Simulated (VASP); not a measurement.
Set up this calculation in VASP 6.6.1, as the native input.

```
Task                   : single point
Functional             : r2SCAN
Potentials or basis    : VASP PAW PBE potentials, release 64 (Sn_d)
Cutoff                 : 520 eV
k mesh                 : 10 × 10 × 10
Occupations            : fermi-dirac, width 0.1 eV
Spin                   : no spin polarisation
Dipole correction      : no
Further INCAR settings : ALGO = Normal; EDIFF = 1e-06; NBANDS = 21
```

The system is Sn.

```
CELL_PARAMETERS angstrom
-2.97065 2.97065 1.62164
2.97065 -2.97065 1.62164
2.97065 2.97065 -1.62164
ATOMIC_POSITIONS crystal
Sn 0.00000 0.00000 0.00000
Sn 0.75000 0.25000 0.50000
```

The input as run:

POSCAR

```
Sn
1.0
   -2.9706483658      2.9706483658      1.6216449170
    2.9706483658     -2.9706483658      1.6216449170
    2.9706483658      2.9706483658     -1.6216449170
Sn
2
Direct
    0.0000000000      0.0000000000      0.0000000000
    0.7500000000      0.2500000000      0.5000000000
```

INCAR.step1

```
ALGO = Normal
EDIFF = 1E-4
ENCUT = 520
GGA = PE
ISMEAR = -1
LASPH = T
LCHARG = F
LREAL = F
LWAVE = T
NBANDS = 21
NELM = 60
PREC = Accurate
SIGMA = 0.1
```

INCAR.step2

```
ALGO = Normal
EDIFF = 1E-6
ENCUT = 520
ISIF = 2
ISMEAR = -1
ISTART = 1
LASPH = T
LCHARG = T
LELF = T
LMIXTAU = T
LREAL = F
LVHAR = T
LWAVE = F
METAGGA = R2SCAN
NBANDS = 21
NELM = 60
PREC = Accurate
SIGMA = 0.1
```

KPOINTS

```
k-points
0
Gamma
  10 10 10
```

Potentials or basis: VASP PAW PBE potentials, release 64 (Sn_d).

The run is started by

```console
$ cat potpaw_PBE.64/Sn_d/POTCAR > POTCAR
$ cp INCAR.step1 INCAR
$ mpirun -np 1 vasp_std > vasp.out
$ cp INCAR.step2 INCAR
$ mpirun -np 1 vasp_std > vasp.out
```

Results of the run:

```yaml
Pressure: -1.8 GPa
Band_gap_on_the_k_mesh: zero (bands 14 and 15 overlap by 3.87 eV)
```

Caveat: the PAW data sets were made with another functional, which shifts forces and pressure a little; spin-orbit coupling is left out, which moves the levels of the heavy elements.

Wall time 8.5 min on 1 thread of AMD EPYC 7R13 Processor (Zen 3), on a shared host, peak memory 0.24 GiB.
